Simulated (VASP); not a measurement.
**C: single point with PBE+D3(BJ)**

The system is C.

```xyz
2
Lattice="1.2325 0.7116 3.3609 -1.2325 0.7116 3.3609 0.0000 -1.4231 3.3609" Properties=species:S:1:pos:R:3 pbc="T T T"
C     0.0000    0.0150    1.6798
C     0.0000   -0.0150    8.4031
```

This cell differs from its parent crystal: atoms displaced along a vibrational mode.

```
Program             : VASP 6.6.1
Task                : single point
Functional          : PBE
Dispersion          : D3(BJ)
Potentials or basis : VASP PAW PBE potentials, release 64 (C)
Cutoff              : 520 eV
k mesh              : 15 × 15 × 15
Occupations         : gaussian, width 0.05 eV
Spin                : no spin polarisation
```

- Pressure: 0.8 GPa
- Largest force: 1.561 eV/Å
- Dispersion energy per atom: -0.156 eV

Forces in eV/Å, atoms in the order of the input:
```
C    0.000 -1.561  0.003
C    0.000  1.561 -0.003
```

Stress tensor (GPa, compression positive):
```
 4.38  0.00  0.00
 0.00 -1.78  0.02
 0.00  0.02 -0.06
```

Wall time 2.5 min on 1 thread of Intel(R) Xeon(R) Platinum 8488C (Sapphire Rapids), with other jobs on the host, peak memory 0.28 GiB.

Caveat: the cell differs from its parent crystal (atoms displaced along a vibrational mode); forces of over 1 eV/Å act on the atoms, so gaps and moduli don't describe the material at rest.
